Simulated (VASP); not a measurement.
Write the native input for VASP 6.6.1 that does the following.

| Item | Value |
| --- | --- |
| Task | single point |
| Functional | PBEsol |
| Potentials or basis | VASP PAW PBE potentials, release 64 (Cu, I) |
| Cutoff | 520 eV |
| k mesh | 4 × 4 × 6 |
| Occupations | fermi-dirac, width 0.05 eV |
| Spin | no spin polarisation |
| Dipole correction | no |
| Further INCAR settings | ALGO = Normal; EDIFF = 1e-06; NBANDS = 26 |

The structure of CuI lies in POSCAR:

```
CuI
1.0
    3.8078309418     -3.7853080974      0.0000000000
    3.8078309418      3.7853080974      0.0000000000
    0.0000000000      0.0000000000      4.1397517013
Cu I
2 2
Direct
    0.4204388300      0.5795611700      0.7500000000
    0.5795611700      0.4204388300      0.2500000000
    0.7700426800      0.2299573200      0.7500000000
    0.2299573200      0.7700426800      0.2500000000
```

One way to write it, as run:

INCAR

```
SYSTEM = CuI
PREC     = Accurate       ! precision mode
ENCUT    = 520            ! plane-wave cutoff, eV
EDIFF    = 1E-6           ! SCF threshold, eV
ISMEAR   = -1             ! smearing method
SIGMA    = 0.05           ! smearing width, eV
LREAL    = .False.        ! projectors in reciprocal space
LASPH    = .True.         ! aspherical terms in the spheres
NELM     = 60             ! most SCF steps
ALGO     = Normal         ! electronic algorithm
ISIF     = 2              ! what is computed and relaxed
LWAVE    = .False.        ! write WAVECAR
LCHARG   = .False.        ! write CHGCAR
GGA      = PS             ! functional
NBANDS   = 26             ! bands
```

KPOINTS

```
Automatic mesh
0
Gamma
  4 4 6
  0 0 0
```

Potentials or basis: VASP PAW PBE potentials, release 64 (Cu, I).

Command:

```console
$ cat potpaw_PBE.64/Cu/POTCAR potpaw_PBE.64/I/POTCAR > POTCAR
$ mpirun -np 1 vasp_std > vasp.out
```

Results of the run:

- Pressure: 0.2 GPa
- Largest force: 0.127 eV/Å
- Band gap on the k mesh: 0.80 eV

Caveat: the PAW data sets were made with another functional, which shifts forces and pressure a little; spin-orbit coupling is left out, which moves the levels of the heavy elements.

Run time: 120 s on 1 thread of Intel Xeon 8259CL, on a shared host, peak memory 0.27 GiB.
